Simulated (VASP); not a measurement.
# CoSi2 (R-3m) in VASP: single point with PBEsol

Aim: the single point of CoSi2 with PBEsol.

All numbers are computed with VASP 6.6.1; they aren't measurements. Logs are shortened: lines on timing, memory, paths and dates and some standing lists are left out, and cuts for length are marked.

### Step 1. The cell of the first run

It takes space group R-3m (No. 166, trigonal). The conventional cell has a = 3.757 Å, b = 3.757 Å, c = 9.202 Å, α = 90.00°, β = 90.00°, γ = 120.00°. Co (site symmetry -3m) has 8 Si at 2.23 to 2.33 Å within 2.9 Å. Within 2.9 Å of Si (site symmetry 3m) lie 4 Co at 2.23 to 2.33 Å and 6 Si at 2.57 to 2.75 Å.

### Step 2. Single point, PBEsol (mode 4 (341.3 1/cm) frozen in, largest displacement -0.075 Å)

The input, INCAR:

```
SYSTEM = CoSi2
  ALGO = Normal
  EDIFF = 1E-6
  ENCUT = 520
  GGA = PS
  ISIF = 2
  ISMEAR = 0
  LASPH = .True.
  LCHARG = .True.
  LELF = .True.
  LREAL = .False.
  LVHAR = .True.
  LWAVE = .False.
  NBANDS = 16
  NELM = 80
  PREC = Accurate
  SIGMA = 0.15
```

The input, KPOINTS:

```
k-points
0
Gamma
  16 16 16
  0 0 0
```

The input, POSCAR:

```
CoSi2
1.0
    0.0000000000      2.6562539604      2.6562539604
    2.6562539604      0.0000000000      2.6562539604
    2.6562539604      2.6562539604      0.0000000000
Co Si
1 2
Direct
    0.0000000000      0.0000000000      0.0000000000
    0.2418491848      0.2418491848      0.2418491848
    0.7581508152      0.7581508152      0.7581508152
```

Potentials or basis: VASP PAW PBE potentials, release 64 (Co, Si).

Started as:

```sh
cat potpaw_PBE.64/Co/POTCAR potpaw_PBE.64/Si/POTCAR > POTCAR
mpirun -np 1 vasp_std > vasp.out
```

OUTCAR:

```text
SYSTEM = CoSi2
   EDIFF = 1E-6
   ENCUT = 520
   GGA = PS
   ISIF = 2
   ISMEAR = 0
   LASPH = .True.
   LREAL = .False.
   NELM = 80
   PREC = Accurate

 ion  position               nearest neighbor table
   1  0.000  0.000  0.000-   2 2.23   3 2.23   3 2.33   3 2.33   2 2.33   2 2.33   3 2.33   2 2.33

   2  0.242  0.242  0.242-   1 2.23   1 2.33   1 2.33   1 2.33   3 2.57   3 2.57   3 2.57   3 2.75
                             3 2.75   3 2.75
   3  0.758  0.758  0.758-   1 2.23   1 2.33   1 2.33   1 2.33   2 2.57   2 2.57   2 2.57   2 2.75
                             2 2.75   2 2.75

  LATTYP: Found a face centered cubic cell.
 ALAT       =     5.3125079208

  Lattice vectors:

 A1 = (   0.0000000000,   2.6562539604,   2.6562539604)
 A2 = (   2.6562539604,   0.0000000000,   2.6562539604)
 A3 = (   2.6562539604,   2.6562539604,   0.0000000000)

Analysis of symmetry for initial positions (statically):
=====================================================================
 Subroutine PRICEL returns:
 Original cell was already a primitive cell.

 Routine SETGRP: Setting up the symmetry group for a
 face centered cubic supercell.

 Subroutine GETGRP returns: Found 12 space group operations
 (whereof 12 operations were pure point group operations)
 out of a pool of 48 trial point group operations.

The static configuration has the point symmetry D_3d.

Analysis of symmetry for dynamics (positions and initial velocities):
=====================================================================
 Subroutine PRICEL returns:
 Original cell was already a primitive cell.

 Routine SETGRP: Setting up the symmetry group for a
 face centered cubic supercell.

 Subroutine GETGRP returns: Found 12 space group operations
 (whereof 12 operations were pure point group operations)
 out of a pool of 48 trial point group operations.

The dynamic configuration has the point symmetry D_3d.

 Subroutine INISYM returns: Found 12 space group operations
 (whereof 12 operations are pure point group operations),
 and found     1 'primitive' translations

----------------------------------------------------------------------------------------

                                     Primitive cell

  volume of cell :      37.4834

  direct lattice vectors                    reciprocal lattice vectors
     0.000000000  2.656253960  2.656253960    -0.188235013  0.188235013  0.188235013
     2.656253960  0.000000000  2.656253960     0.188235013 -0.188235013  0.188235013
     2.656253960  2.656253960  0.000000000     0.188235013  0.188235013 -0.188235013

  length of vectors
     3.756510376  3.756510376  3.756510376     0.326032607  0.326032607  0.326032607

  position of ions in fractional coordinates (direct lattice)
     0.000000000  0.000000000  0.000000000
     0.241849185  0.241849185  0.241849185
     0.758150815  0.758150815  0.758150815

  ion indices of the primitive-cell ions
   primitive index   ion index
                 1           1
                 2           2
                 3           3

----------------------------------------------------------------------------------------

 KPOINTS: k-points

Automatic generation of k-mesh.
 Grid dimensions read from file:
 generate k-points for:   16   16   16

 Generating k-lattice:

  Cartesian coordinates                     Fractional coordinates (reciprocal lattice)
    -0.011764688  0.011764688  0.011764688     0.062500000  0.000000000  0.000000000
     0.011764688 -0.011764688  0.011764688     0.000000000  0.062500000  0.000000000
     0.011764688  0.011764688 -0.011764688     0.000000000  0.000000000  0.062500000

  Length of vectors
     0.020377038  0.020377038  0.020377038

  Shift w.r.t. Gamma in fractional coordinates (k-lattice)
     0.000000000  0.000000000  0.000000000

 Subroutine IBZKPT returns following result:
 ===========================================

 Found    417 irreducible k-points:

 Following reciprocal coordinates:
            Coordinates               Weight
  0.000000  0.000000  0.000000      1.000000
  0.062500  0.000000  0.000000      6.000000
  0.062500  0.062500  0.062500      2.000000
  0.125000  0.000000  0.000000      6.000000
  0.125000  0.125000  0.125000      2.000000
  0.187500  0.000000  0.000000      6.000000
[... 16 lines left out ...]
  0.062500  0.062500 -0.125000      6.000000
  0.187500  0.125000  0.187500      6.000000
 [... further k-points ...]
   k-points           NKPTS =    417   k-points in BZ     NKDIM =    417   number of bands    NBANDS=     16
   number of dos      NEDOS =    301   number of ions     NIONS =      3
   total plane-waves  NPLWV =  21952
   dimension x,y,z NGX =    28 NGY =   28 NGZ =   28
   dimension x,y,z NGXF=    56 NGYF=   56 NGZF=   56
   ions per type =               1   2
   NGX,Y,Z   is equivalent  to a cutoff of  12.39, 12.39, 12.39 a.u.
   NGXF,Y,Z  is equivalent  to a cutoff of  24.78, 24.78, 24.78 a.u.
 SYSTEM =  CoSi2
   PREC   = accura    normal or accurate (medium, high low for compatibility)
   ISTART =      0    job   : 0-new  1-cont  2-samecut
   ICHARG =      2    charge: 1-file 2-atom 10-const
   ISPIN  =      1    spin polarized calculation?
   LNONCOLLINEAR =      F non collinear calculations
   LSORBIT =      F    spin-orbit coupling
   LASPH  =      T    aspherical Exc in radial PAW
   ENCUT  =  520.0 eV  38.22 Ry    6.18 a.u.   6.98  6.98  6.98*2*pi/ulx,y,z
   NELM   =     80;   NELMIN=  2; NELMDL= -5     # of ELM steps
   EDIFF  = 0.1E-05   stopping-criterion for ELM
   LREAL  =      F    real-space projection
   EDIFFG = 0.1E-04   stopping-criterion for IOM
   NSW    =      0    number of steps for IOM
   IBRION =     -1    ionic relax: 0-MD 1-quasi-New 2-CG
   NFREE  =      0    steps in history (QN), initial steepest desc. (CG)
   ISIF   =      2    stress and relaxation
   ISYM   =      2    0-nonsym 1-usesym 2-fastsym
   POTIM  = 0.5000    time-step for ionic-motion
   TEBEG  =    0.0;   TEEND  =   0.0 temperature during run
   PSTRESS=    0.0 pullay stress
   NELECT =      17.0000    total number of electrons
   NUPDOWN=      -1.0000    fix difference up-down
   EMIN   =  10.00;   EMAX   =-10.00  energy-range for DOS
   EFERMI =   0.00;   METHOD = LEGACY
   ISMEAR =     0;   SIGMA  =   0.15  broadening in eV -4-tet -1-fermi 0-gaus
   EFERMI_NEDOS =   21; number of points for ismear=-14 and -15
   IALGO  =     38    algorithm
   IMIX   =      4    mixing-type and parameters
     AMIX     =   0.40;   BMIX     =  1.00
     AMIX_MAG =   1.60;   BMIX_MAG =  1.00
  volume/ion in A,a.u.               =      12.49        84.32
  Fermi-wavevector in a.u.,A,eV,Ry     =   1.257800  2.376897 21.525240  1.582061
  Thomas-Fermi vector in A             =   2.391441
   LORBIT       =      0    0 simple, 1 ext, 2 COOP (PROOUT), +10 PAW based schemes
   GGA     = PS    functional components
   LHFCALC =     F    Hartree Fock is set to
   AEXX    =    0.0000 exact exchange contribution
   IVDW    =     0    specifies the selected vdW correction
   LEPSILON=     F    determine dielectric tensor
   LRPA    =     F    only Hartree local field effects (RPA)
 non-spin polarized calculation
 Gauss-broadening in eV      SIGMA  =   0.15
  energy-cutoff  :      520.00
  volume of cell :       37.48
 maximum number of plane-waves:      1036
   NGX = 13   NGY = 13   NGZ = 13

 number of electron      17.0000005 magnetization

 Free energy of the ion-electron system (eV)
  ---------------------------------------------------
  ext. energy  EPLUGINS =         0.00000000
  ---------------------------------------------------
  free energy    TOTEN  =       -20.91627164 eV

  energy without entropy =      -20.90467268  energy(sigma->0) =      -20.91047216

 E-fermi :  10.3391     XC(G=0): -11.9644

 val. band max:       10.3378721124   @ k =   0.1250   0.1250  -0.2500
 cond. band min:      10.3457141281   @ k =  -0.1875   0.1250   0.0000
 fundamental gap:      0.0078420157
 Fermi energy:        10.3390613389

 k-point     1 :       0.0000    0.0000    0.0000
  band No.  band energies     occupation
      1      -2.9992      2.00000
      2       6.0554      2.00000
      3       6.1590      2.00000
      4       6.1590      2.00000
      5       8.3536      2.00000
      6       8.3536      2.00000
[... 8 lines left out ...]
     15      15.9525      0.00000
     16      16.6371      0.00000

 k-point     2 :       0.0625    0.0000    0.0000
  band No.  band energies     occupation
      1      -2.9391      2.00000
      2       5.9905      2.00000
      3       6.1026      2.00000
      4       6.1736      2.00000
      5       8.3346      2.00000
      6       8.3380      2.00000
[... 8 lines left out ...]
     15      15.8431      0.00000
     16      16.4206      0.00000

 k-point     3 :       0.0625    0.0625    0.0625
  band No.  band energies     occupation
      1      -2.9380      2.00000
      2       5.9205      2.00000
      3       6.1868      2.00000
      4       6.1868      2.00000
      5       8.3280      2.00000
      6       8.3280      2.00000
[... 8 lines left out ...]
     15      15.7072      0.00000
     16      16.5253      0.00000

 k-point     4 :       0.1250    0.0000    0.0000
  band No.  band energies     occupation
      1      -2.7594      2.00000
      2       5.5921      2.00000
      3       6.1624      2.00000
      4       6.2138      2.00000
      5       8.2858      2.00000
      6       8.3013      2.00000
[... 8 lines left out ...]
     15      16.0016      0.00000
     16      16.2855      0.00000

 k-point     5 :       0.1250    0.1250    0.1250
  band No.  band energies     occupation
      1      -2.7548      2.00000
      2       5.5389      2.00000
      3       6.2675      2.00000
      4       6.2675      2.00000
      5       8.2604      2.00000
      6       8.2604      2.00000
[... 8 lines left out ...]
     15      15.6801      0.00000
     16      16.4428      0.00000

 k-point     6 :       0.1875    0.0000    0.0000
  band No.  band energies     occupation
      1      -2.4621      2.00000
      2       4.9818      2.00000
      3       6.2671      2.00000
      4       6.2692      2.00000
      5       8.2286      2.00000
      6       8.2700      2.00000
[... 8 lines left out ...]
     15      16.4226      0.00000
     16      17.0875      0.00000
[... 267 lines left out ...]
 k-point    21 :       0.1250    0.0625    0.1250
  band No.  band energies     occupation
      1      -2.7762      2.00000
      2       5.6590      2.00000
      3       6.2042      2.00000
      4       6.2180      2.00000
      5       8.1726      2.00000
      6       8.3640      2.00000
[... 8 lines left out ...]
     15      15.9968      0.00000
     16      16.6200      0.00000

 k-point    22 :       0.1875    0.0625    0.0000
  band No.  band energies     occupation
      1      -2.5200      2.00000
      2       5.1832      2.00000
      3       6.1827      2.00000
      4       6.2819      2.00000
      5       8.0960      2.00000
      6       8.3702      2.00000
[... 8 lines left out ...]
     15      16.6950      0.00000
     16      17.1174      0.00000

 k-point    23 :       0.0625    0.0625   -0.1250
  band No.  band energies     occupation
      1      -2.5221      2.00000
      2       5.1894      2.00000
      3       6.1948      2.00000
      4       6.2203      2.00000
      5       8.0914      2.00000
      6       8.3984      2.00000
[... 8 lines left out ...]
     15      16.4850      0.00000
     16      16.9403      0.00000

 k-point    24 :       0.1875    0.1250    0.1875
  band No.  band energies     occupation
      1      -2.5130      2.00000
      2       5.1541      2.00000
      3       6.2933      2.00000
      4       6.3554      2.00000
      5       8.0391      2.00000
      6       8.3255      2.00000
[... 8 lines left out ...]
     15      16.6230      0.00000
     16      17.1324      0.00000

 [... further k-points ...]

------------------------ aborting loop because EDIFF is reached ----------------------------------------

  FORCE on cell =-STRESS in cart. coord.  units (eV):
  Direction    XX          YY          ZZ          XY          YZ          ZX
  --------------------------------------------------------------------------------------
  -------------------------------------------------------------------------------------
  Total        0.2402557      0.2402557      0.2402557      0.8950885      0.8950885      0.8950885
  in kB       10.2694117     10.2694117     10.2694117     38.2593689     38.2593689     38.2593689
  external PRESSURE =      10.2694117 kB  Pullay stress =       0.0000000 kB

 VOLUME and BASIS-vectors are now :
 -----------------------------------------------------------------------------
  energy-cutoff  :      520.00
  volume of cell :       37.48
      direct lattice vectors                 reciprocal lattice vectors
     0.000000000  2.656253960  2.656253960    -0.188235013  0.188235013  0.188235013
     2.656253960  0.000000000  2.656253960     0.188235013 -0.188235013  0.188235013
     2.656253960  2.656253960  0.000000000     0.188235013  0.188235013 -0.188235013

 POSITION                                       TOTAL-FORCE (eV/Angst)
 -----------------------------------------------------------------------------------
      0.00000      0.00000      0.00000        -0.000000      0.000000     -0.000000
      1.28483      1.28483      1.28483         0.558105      0.558105      0.558105
      4.02768      4.02768      4.02768        -0.558105     -0.558105     -0.558105
 -----------------------------------------------------------------------------------
    total drift:                                0.000000     -0.000000     -0.000000

  FREE ENERGIE OF THE ION-ELECTRON SYSTEM (eV)
  ---------------------------------------------------
  free  energy   TOTEN  =       -20.9162716426 eV

  energy  without entropy=      -20.9046726758  energy(sigma->0) =      -20.91047216
```

Run time: 5.8 min. Hardware: 1 thread of Intel Xeon Platinum 8259CL at 2.50GHz (Skylake/Cascade Lake), shared host; peak memory 0.35 GiB.

What came out:

- Free energy: -20.9163 eV
- Pressure: 1.0 GPa
- Largest force: 0.967 eV/Å

Forces in eV/Å, atoms in the order of the input:
```
Co   0.000  0.000  0.000
Si   0.558  0.558  0.558
Si  -0.558 -0.558 -0.558
```

Stress tensor (GPa, compression positive):
```
1.03 3.83 3.83
3.83 1.03 3.83
3.83 3.83 1.03
```

Levels at points of the mesh, in eV from the Fermi level:
| k point | band 6 | band 7 | band 8 | band 9 | band 10 | band 11 | band 12 | band 13 |
| --- | --- | --- | --- | --- | --- | --- | --- | --- |
| (0.00, 0.00, 0.00) | -1.99 | 1.01 | 2.98 | 3.46 | 3.46 | 3.54 | 3.54 | 3.59 |
| (0.50, 0.00, 0.00) | -1.73 | -1.61 | -0.77 | 0.01 | 2.60 | 3.20 | 3.73 | 4.52 |
| (0.50, 0.50, 0.50) | -1.79 | -1.79 | -0.77 | -0.77 | 2.99 | 3.59 | 3.59 | 4.62 |
| (0.50, 0.50, 0.00) | -2.29 | -1.99 | -1.86 | -1.39 | 1.66 | 2.86 | 8.63 | 9.77 |

Caveat: the cell differs from its parent crystal (mode 4 (341.3 1/cm) frozen in, largest displacement -0.075 Å); the PAW data sets were made with another functional, which shifts forces and pressure a little.
